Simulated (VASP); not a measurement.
Runs of VASP 6.6.1 on Mg. The structure is that of space group Pm-3m (No. 221), or close to it. The cells are those of the table. 

```csv
cell,gap on the mesh (eV),pressure (GPa)
"a = 2.724 Å, 1 atom",none,(b)
"a = 2.947 Å, 1 atom",none,1.4
"a = 2.998 Å, 1 atom",none,(a)
"a = 2.209 Å, 1 atom",none,120.0
"a = 2.298 Å, 1 atom",none,85.1
"a = 2.840 Å, 1 atom",none,5.3
```

Alike in all rows: task single point; level PBEsol; potentials or basis VASP PAW PBE potentials, release 64 (Mg); no spin polarisation; k mesh 13 × 13 × 13; cutoff (eV) 520; smearing fermi-dirac 0.1 eV.

Question: Fill in the values left out.

Answer: (a) 0.0; (b) 12.0.

Caveats: the PAW data sets were made with another functional, which shifts forces and pressure a little.

A gap of «none» marks levels without a gap at the run's occupations.
